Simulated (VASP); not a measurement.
# Ba (I4/mmm) in VASP: relaxation of cell and atoms with PBEsol

Aim: the relaxation of cell and atoms of Ba with PBEsol.

All numbers are computed with VASP 6.6.1; they aren't measurements. Logs are shortened: lines on timing, memory, paths and dates and some standing lists are left out, and cuts for length are marked.

## 1. The cell of the first run

It takes space group I4/mmm (No. 139, tetragonal). Conventional cell: a = 4.904 Å, b = 4.904 Å, c = 4.760 Å, α = 90.00°, β = 90.00°, γ = 90.00°. Within 5.5 Å of Ba (site symmetry 4/mmm) lie 14 Ba at 4.21 to 4.90 Å.

## 2. Relaxation of cell and atoms, PBEsol

Input file INCAR:

```
ALGO = Fast
EDIFF = 1E-7
EDIFFG = -0.01
ENCUT = 600
GGA = PS
IBRION = 2
ISIF = 3
ISMEAR = 0
LASPH = True
LCHARG = False
LREAL = False
LWAVE = False
NELM = 100
NSW = 80
PREC = Accurate
SIGMA = 0.1
```

Input file KPOINTS:

```
k-points
0
Gamma
  12 12 12
```

Input file POSCAR:

```
Ba
1.0
   -2.4519336738      2.4519336738      2.3801368236
    2.4519336738     -2.4519336738      2.3801368236
    2.4519336738      2.4519336738     -2.3801368236
Ba
1
Direct
    0.0000000000      0.0000000000      0.0000000000
```

Potentials or basis: VASP PAW PBE potentials, release 64 (Ba_sv).

Launch:

```console
$ cat potpaw_PBE.64/Ba_sv/POTCAR > POTCAR
$ mpirun -np 1 vasp_std > vasp.out
```

OUTCAR:

```text
EDIFF = 1E-7
   EDIFFG = -0.01
   ENCUT = 600
   GGA = PS
   IBRION = 2
   ISIF = 3
   ISMEAR = 0
   LASPH = True
   LREAL = False
   NELM = 100
   NSW = 80
   PREC = Accurate

 ion  position               nearest neighbor table
   1  0.000  0.000  0.000-

  LATTYP: Found a body centered tetragonal cell.
 ALAT       =     4.9038673476
 C/A-ratio  =     0.9707182739

  Lattice vectors:

 A1 = (  -2.4519336738,   2.4519336738,   2.3801368236)
 A2 = (   2.4519336738,  -2.4519336738,   2.3801368236)
 A3 = (   2.4519336738,   2.4519336738,  -2.3801368236)

Analysis of symmetry for initial positions (statically):
=====================================================================
 Subroutine PRICEL returns:
 Original cell was already a primitive cell.

 Routine SETGRP: Setting up the symmetry group for a
 body centered tetragonal supercell.

 Subroutine GETGRP returns: Found 16 space group operations
 (whereof 16 operations were pure point group operations)
 out of a pool of 16 trial point group operations.

The static configuration has the point symmetry D_4h.

Analysis of symmetry for dynamics (positions and initial velocities):
=====================================================================
 Subroutine PRICEL returns:
 Original cell was already a primitive cell.

 Routine SETGRP: Setting up the symmetry group for a
 body centered tetragonal supercell.

 Subroutine GETGRP returns: Found 16 space group operations
 (whereof 16 operations were pure point group operations)
 out of a pool of 16 trial point group operations.

The dynamic configuration has the point symmetry D_4h.

 Subroutine INISYM returns: Found 16 space group operations
 (whereof 16 operations are pure point group operations),
 and found     1 'primitive' translations

----------------------------------------------------------------------------------------

                                     Primitive cell

  volume of cell :      57.2373

  direct lattice vectors                    reciprocal lattice vectors
    -2.451933674  2.451933674  2.380136824     0.000000000  0.203920687  0.210071957
     2.451933674 -2.451933674  2.380136824     0.203920687  0.000000000  0.210071957
     2.451933674  2.451933674 -2.380136824     0.203920687  0.203920687  0.000000000

  length of vectors
     4.205830332  4.205830332  4.205830332     0.292769318  0.292769318  0.288387402

  position of ions in fractional coordinates (direct lattice)
     0.000000000  0.000000000  0.000000000

  ion indices of the primitive-cell ions
   primitive index   ion index
                 1           1

----------------------------------------------------------------------------------------

 KPOINTS: k-points

Automatic generation of k-mesh.
 Grid dimensions read from file:
 generate k-points for:   12   12   12

 Generating k-lattice:

  Cartesian coordinates                     Fractional coordinates (reciprocal lattice)
     0.000000000  0.016993391  0.017505996     0.083333333  0.000000000  0.000000000
     0.016993391  0.000000000  0.017505996     0.000000000  0.083333333  0.000000000
     0.016993391  0.016993391  0.000000000     0.000000000  0.000000000  0.083333333

  Length of vectors
     0.024397443  0.024397443  0.024032283

  Shift w.r.t. Gamma in fractional coordinates (k-lattice)
     0.000000000  0.000000000  0.000000000

 Subroutine IBZKPT returns following result:
 ===========================================

 Found    163 irreducible k-points:

 Following reciprocal coordinates:
            Coordinates               Weight
  0.000000  0.000000  0.000000      1.000000
  0.083333  0.000000 -0.000000      8.000000
  0.166667  0.000000 -0.000000      8.000000
  0.250000  0.000000 -0.000000      8.000000
  0.333333 -0.000000  0.000000      8.000000
  0.416667  0.000000 -0.000000      8.000000
[... 16 lines left out ...]
  0.500000  0.166667 -0.000000     16.000000
 -0.416667  0.166667 -0.000000     16.000000
 [... further k-points ...]
   k-points           NKPTS =    163   k-points in BZ     NKDIM =    163   number of bands    NBANDS=      9
   number of dos      NEDOS =    301   number of ions     NIONS =      1
   total plane-waves  NPLWV =  46656
   dimension x,y,z NGX =    36 NGY =   36 NGZ =   36
   dimension x,y,z NGXF=    72 NGYF=   72 NGZF=   72
   ions per type =               1
   NGX,Y,Z   is equivalent  to a cutoff of  14.23, 14.23, 14.23 a.u.
   NGXF,Y,Z  is equivalent  to a cutoff of  28.46, 28.46, 28.46 a.u.
 SYSTEM =  unknown system
   PREC   = accura    normal or accurate (medium, high low for compatibility)
   ISTART =      0    job   : 0-new  1-cont  2-samecut
   ICHARG =      2    charge: 1-file 2-atom 10-const
   ISPIN  =      1    spin polarized calculation?
   LNONCOLLINEAR =      F non collinear calculations
   LSORBIT =      F    spin-orbit coupling
   LASPH  =      T    aspherical Exc in radial PAW
   ENCUT  =  600.0 eV  44.10 Ry    6.64 a.u.   8.40  8.40  8.40*2*pi/ulx,y,z
   NELM   =    100;   NELMIN=  2; NELMDL= -5     # of ELM steps
   EDIFF  = 0.1E-06   stopping-criterion for ELM
   LREAL  =      F    real-space projection
   EDIFFG = -.1E-01   stopping-criterion for IOM
   NSW    =     80    number of steps for IOM
   IBRION =      2    ionic relax: 0-MD 1-quasi-New 2-CG
   NFREE  =      1    steps in history (QN), initial steepest desc. (CG)
   ISIF   =      3    stress and relaxation
   ISYM   =      2    0-nonsym 1-usesym 2-fastsym
   POTIM  = 0.5000    time-step for ionic-motion
   TEBEG  =    0.0;   TEEND  =   0.0 temperature during run
   PSTRESS=    0.0 pullay stress
   NELECT =      10.0000    total number of electrons
   NUPDOWN=      -1.0000    fix difference up-down
   EMIN   =  10.00;   EMAX   =-10.00  energy-range for DOS
   EFERMI =   0.00;   METHOD = LEGACY
   ISMEAR =     0;   SIGMA  =   0.10  broadening in eV -4-tet -1-fermi 0-gaus
   EFERMI_NEDOS =   21; number of points for ismear=-14 and -15
   IALGO  =     68    algorithm
   IMIX   =      4    mixing-type and parameters
     AMIX     =   0.40;   BMIX     =  1.00
     AMIX_MAG =   1.60;   BMIX_MAG =  1.00
  volume/ion in A,a.u.               =      57.24       386.26
  Fermi-wavevector in a.u.,A,eV,Ry     =   0.915198  1.729473 11.396067  0.837587
  Thomas-Fermi vector in A             =   2.039912
   LORBIT       =      0    0 simple, 1 ext, 2 COOP (PROOUT), +10 PAW based schemes
   GGA     = PS    functional components
   LHFCALC =     F    Hartree Fock is set to
   AEXX    =    0.0000 exact exchange contribution
   IVDW    =     0    specifies the selected vdW correction
   LEPSILON=     F    determine dielectric tensor
   LRPA    =     F    only Hartree local field effects (RPA)
 conjugate gradient relaxation of ions
 non-spin polarized calculation
 RMM-DIIS sequential band-by-band and
 Gauss-broadening in eV      SIGMA  =   0.10
  energy-cutoff  :      600.00
  volume of cell :       57.24
 maximum number of plane-waves:      1933
 NGX is ok and might be reduce to    36
   NGX = 17   NGY = 17   NGZ = 17

--------------------------------------- Ionic step        1  -------------------------------------------

 number of electron      10.0000000 magnetization

 Free energy of the ion-electron system (eV)
  ---------------------------------------------------
  ext. energy  EPLUGINS =         0.00000000
  ---------------------------------------------------
  free energy    TOTEN  =        -2.15041369 eV

  energy without entropy =       -2.14409721  energy(sigma->0) =       -2.14725545

------------------------ aborting loop because EDIFF is reached ----------------------------------------

  FORCE on cell =-STRESS in cart. coord.  units (eV):
  Direction    XX          YY          ZZ          XY          YZ          ZX
  --------------------------------------------------------------------------------------
  -------------------------------------------------------------------------------------
  Total        0.0521189      0.0521189      0.1172328      0.0000000      0.0000000      0.0000000
  in kB        1.4589041      1.4589041      3.2815588      0.0000000      0.0000000      0.0000000
  external PRESSURE =       2.0664557 kB  Pullay stress =       0.0000000 kB
[... 86 lines left out ...]
  FREE ENERGIE OF THE ION-ELECTRON SYSTEM (eV)
  ---------------------------------------------------
  free  energy   TOTEN  =        -2.1513524619 eV

  energy  without entropy=       -2.1449304257  energy(sigma->0) =       -2.14814144

[... ionic steps 4 to 8 ...]

--------------------------------------- Ionic step        9  -------------------------------------------

 number of electron       9.9999999 magnetization

------------------------ aborting loop because EDIFF is reached ----------------------------------------

  FORCE on cell =-STRESS in cart. coord.  units (eV):
  Direction    XX          YY          ZZ          XY          YZ          ZX
  --------------------------------------------------------------------------------------
  -------------------------------------------------------------------------------------
  Total       -0.0099162     -0.0099162      0.0100417      0.0000000      0.0000000      0.0000000
  in kB       -0.2713554     -0.2713554      0.2747908      0.0000000      0.0000000      0.0000000
  external PRESSURE =      -0.0893067 kB  Pullay stress =       0.0000000 kB
[... 55 lines left out ...]
  energy  without entropy=       -2.1453339542  energy(sigma->0) =       -2.14855483

--------------------------------------- Ionic step       11  -------------------------------------------

 number of electron       9.9999999 magnetization

 Free energy of the ion-electron system (eV)
  ---------------------------------------------------
  ext. energy  EPLUGINS =         0.00000000
  ---------------------------------------------------
  free energy    TOTEN  =        -2.15182451 eV

  energy without entropy =       -2.14537401  energy(sigma->0) =       -2.14859926

 E-fermi :   1.7848     XC(G=0):  -7.7544

 val. band max:        1.7614381185   @ k =  -0.3333   0.3333   0.3333
 cond. band min:       1.8065866058   @ k =  -0.3333  -0.4167   0.1667
 fundamental gap:      0.0451484874
 Fermi energy:         1.7848253884

 k-point     1 :       0.0000    0.0000    0.0000
  band No.  band energies     occupation
      1     -26.9472      2.00000
      2     -11.8293      2.00000
      3     -11.8293      2.00000
      4     -11.8292      2.00000
      5      -1.0149      2.00000
      6       3.6804      0.00000
      7       3.6821      0.00000
      8       3.6821      0.00000
      9       5.2209      0.00000
[... 265 lines left out ...]
 k-point    24 :      -0.4167    0.1667   -0.0000
  band No.  band energies     occupation
      1     -26.8962      2.00000
      2     -12.2833      2.00000
      3     -12.0033      2.00000
      4     -11.8751      2.00000
      5       0.9162      2.00000
      6       2.4830      0.00000
      7       2.7634      0.00000
      8       4.8597      0.00000
      9       5.7533      0.00000

 [... further k-points ...]

------------------------ aborting loop because EDIFF is reached ----------------------------------------

  FORCE on cell =-STRESS in cart. coord.  units (eV):
  Direction    XX          YY          ZZ          XY          YZ          ZX
  --------------------------------------------------------------------------------------
  -------------------------------------------------------------------------------------
  Total        0.0021226      0.0021226      0.0028728      0.0000000      0.0000000      0.0000000
  in kB        0.0581870      0.0581870      0.0787515      0.0000000      0.0000000      0.0000000
  external PRESSURE =       0.0650418 kB  Pullay stress =       0.0000000 kB
[... 16 lines left out ...]
  FREE ENERGIE OF THE ION-ELECTRON SYSTEM (eV)
  ---------------------------------------------------
  free  energy   TOTEN  =        -2.1518245124 eV

  energy  without entropy=       -2.1453740088  energy(sigma->0) =       -2.14859926

 reached required accuracy - stopping structural energy minimisation
```

Wall time 18 min (1 thread of Intel Xeon Platinum 8375C at 2.90GHz (Ice Lake), shared host); peak memory 0.3 GiB.

Results:

| Property | Result |
| --- | --- |
| Free energy | -2.1518 eV |
| Relaxed volume | 58.45 Å³/atom |
| Relaxed cell | a = 4.234 Å, b = 4.234 Å, c = 4.234 Å, α = 109.46°, β = 109.46°, γ = 109.49° |
| Space group after relaxing (to 0.1 Å) | Im-3m (No. 229) |
| Energy gained by relaxing | 1.4 meV/atom |
| Ionic steps | 11 |
| Pressure after relaxing | 0.0 GPa |
| Band gap on the k mesh | zero (bands 5 and 6 overlap by 1.24 eV) |

Step by step:
```
step  energy change (eV)  largest force (eV/Å)  pressure (GPa)  volume (Å³)
   1              0.0000                0.0000            0.21        57.24
   2             -0.0007                0.0000            0.08        57.85
   3             -0.0009                0.0000            0.02        58.17
   4             -0.0010                0.0000           -0.05        58.81
   5             -0.0011                0.0000            0.00        58.61
   6             -0.0011                0.0000           -0.04        58.73
   7             -0.0011                0.0000           -0.02        58.67
   8             -0.0012                0.0000           -0.02        58.64
   9             -0.0013                0.0000           -0.01        58.55
  10             -0.0014                0.0000            0.02        58.36
  11             -0.0014                0.0000            0.01        58.45
```

Final structure:
```
Ba
1.0
    -2.44496    2.44496    2.44433
     2.44496   -2.44496    2.44433
     2.44496    2.44496   -2.44433
Ba
1
Direct
  0.00000 0.00000 0.00000
```

Levels at points of the mesh, in eV from the Fermi level:
```tsv
k point	band 3	band 4	band 5	band 6	band 7	band 8
(0.00, 0.00, 0.00)	-13.61	-13.61	-2.80	1.90	1.90	1.90
(0.50, 0.00, 0.00)	-13.80	-13.62	-0.95	0.66	1.50	3.42
(0.50, 0.50, 0.00)	-13.80	-13.62	-0.95	0.66	1.50	3.42
(0.50, 0.50, 0.50)	-14.02	-14.02	-0.65	-0.65	4.72	4.72
```

Caveat: the PAW data sets were made with another functional, which shifts forces and pressure a little; spin-orbit coupling is left out, which moves the levels of the heavy elements.
